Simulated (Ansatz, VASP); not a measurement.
One calculation of SiC, two programs

```
Si C
1.0
     0.00000    2.02373    2.02373
     2.02373    0.00000    2.02373
     2.02373    2.02373    0.00000
Si C
1 1
Direct
  0.00000 0.00000 0.00000
  0.25000 0.25000 0.25000
```

Alike in both runs: task single point; functional PBE; k mesh 10 × 10 × 10; no spin polarisation.

|  | VASP | Ansatz |
| --- | --- | --- |
| version | VASP 6.6.1 | Ansatz 0.2.0 |
| potentials or method | VASP PAW PBE potentials, release 64 (Si, C), cutoff 600 eV | scalar-relativistic, plane waves, PAW |
| occupations | gaussian, width 0.01 eV | fixed |
| valence electrons in the cell | 8 | 8 |

```csv
,VASP,Ansatz,Ansatz less VASP
gap on the k mesh at the Fermi level (eV),1.12,1.12,+0.004
least direct gap on the mesh (eV),4.72,4.73,+0.012
```
